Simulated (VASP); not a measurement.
The system is PrHRh3.

```
CELL_PARAMETERS angstrom
4.79230 0.00000 0.00000
0.00000 4.79230 0.00000
0.00000 0.00000 3.88099
ATOMIC_POSITIONS crystal
Pr 0.50000 0.50000 0.00000
H 0.50000 0.50000 0.50000
Rh 0.00000 0.50000 0.00000
Rh 0.50000 0.00000 0.00000
Rh 0.00000 0.00000 0.00000
```

The cell was generated, and may not be a known phase.

* Program: VASP 6.6.1
* Task: relaxation of cell and atoms
* Functional: PBE
* Potentials or basis: VASP PAW PBE potentials, release 64 (Pr_3, H, Rh_pv), 4f in core
* Cutoff: 500 eV
* k mesh: 4 × 4 × 4
* Occupations: gaussian, width 0.2 eV
* Spin: no spin polarisation

At the start: pressure 29.1 GPa; volume 17.83 Å³/atom.

**Question.** Where does the relaxation end?

**Answer.** Over 9 steps the energy falls by 362.8 meV/atom and the volume is 23.01 Å³/atom (+29.1 %); space group P4/mmm (No. 123, to 0.1 Å) before and after.

The path:
| step | energy change (eV) | largest force (eV/Å) | pressure (GPa) | volume (Å³) |
| --- | --- | --- | --- | --- |
| 1 | 0.0000 | 0.0000 | 29.06 | 89.13 |
| 2 | -0.3582 | 0.0000 | -9.07 | 136.60 |
| 3 | -1.7597 | 0.0000 | -0.08 | 109.42 |
| 4 | -1.7618 | 0.0000 | 0.34 | 108.83 |
| 5 | -1.7621 | 0.0000 | 0.64 | 108.41 |
| 6 | -1.7788 | 0.0000 | 0.50 | 109.61 |
| 7 | -1.8093 | 0.0000 | 0.06 | 113.19 |
| 8 | -1.7833 | 0.0000 | -0.74 | 120.25 |
| 9 | -1.8142 | 0.0000 | -0.18 | 115.05 |

Final structure:
```
Pr H Rh
1.0
     5.21944    0.00000    0.00000
     0.00000    5.21944    0.00000
     0.00000    0.00000    4.22335
Pr H Rh
1 1 3
Direct
  0.50000 0.50000 0.00000
  0.50000 0.50000 0.50000
  0.00000 0.50000 0.00000
  0.50000 0.00000 0.00000
  0.00000 0.00000 0.00000
```

Caveat: the k points lie up to 0.37 Å⁻¹ apart in the final cell, too coarse for converged energies and pressures of a metal; the volume moved by over 15 % at a fixed basis, so the end points are rough.
